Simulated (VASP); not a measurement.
Set up this calculation in VASP 6.6.1, as the native input.

```yaml
Task: single point
Functional: PBEsol
Potentials_or_basis: VASP PAW PBE potentials, release 64 (Ni)
Cutoff: 520 eV
k_mesh: 13 × 13 × 13
Occupations: fermi-dirac, width 0.01 eV
Spin: collinear spin, ferromagnetic start
Starting_moments: "[1.0] μB"
Hubbard_terms: Ni d U = 4.5 eV
Dipole_correction: no
Further_INCAR_settings: ALGO = Normal; EDIFF = 1e-06; NBANDS = 15
```

The structure of Ni lies in POSCAR:

```
Ni
1.0
   -1.3837154700      1.3837154700      1.3837154700
    1.3837154700     -1.3837154700      1.3837154700
    1.3837154700      1.3837154700     -1.3837154700
Ni
1
Direct
    0.0000000000      0.0000000000      0.0000000000
```

This isn't the form of Ni at room conditions, which is fcc.

The input as run:

INCAR

```
SYSTEM = Ni
PREC     = Accurate       ! precision mode
ENCUT    = 520            ! plane-wave cutoff, eV
EDIFF    = 1E-6           ! SCF threshold, eV
ISMEAR   = -1             ! smearing method
SIGMA    = 0.01           ! smearing width, eV
LREAL    = .False.        ! projectors in reciprocal space
LASPH    = .True.         ! aspherical terms in the spheres
NELM     = 150            ! most SCF steps
ALGO     = Normal         ! electronic algorithm
ISIF     = 2              ! what is computed and relaxed
LWAVE    = .False.        ! write WAVECAR
LCHARG   = .False.        ! write CHGCAR
ISPIN    = 2              ! spin polarisation
MAGMOM   = 1              ! initial moments
LORBIT   = 11             ! projections on sites
LMAXMIX  = 4              ! l up to which the mixer works
LDAU     = .True.         ! DFT+U
LDAUTYPE = 2            
LDAUL    = 2              ! shell
LDAUU    = 4.5            ! U, eV
LDAUJ    = 0            
LDAUPRINT= 1            
GGA      = PS             ! functional
NBANDS   = 15             ! bands
```

KPOINTS

```
regular mesh
0
Gamma
  13 13 13
  0 0 0
```

Potentials or basis: VASP PAW PBE potentials, release 64 (Ni).

Command:

```console
$ cat potpaw_PBE.64/Ni/POTCAR > POTCAR
$ mpirun -np 1 vasp_std > vasp.out
```

Results of the run:

```json
{"Pressure": "-12.1 GPa", "Net moment": "0.65 μB per cell", "Site moments": "Ni +0.67 μB", "Valence electrons inside the program's atomic spheres": "Ni 9.47"}
```

Caveat: the cell stands under tension; the PAW data sets were made with another functional, which shifts forces and pressure a little; the U is typed as a test and isn't derived for this compound.

It took 55 s on 1 thread of Intel(R) Xeon(R) Platinum 8375C CPU @ 2.90GHz (Ice Lake), on a shared host, peak memory 0.13 GiB.
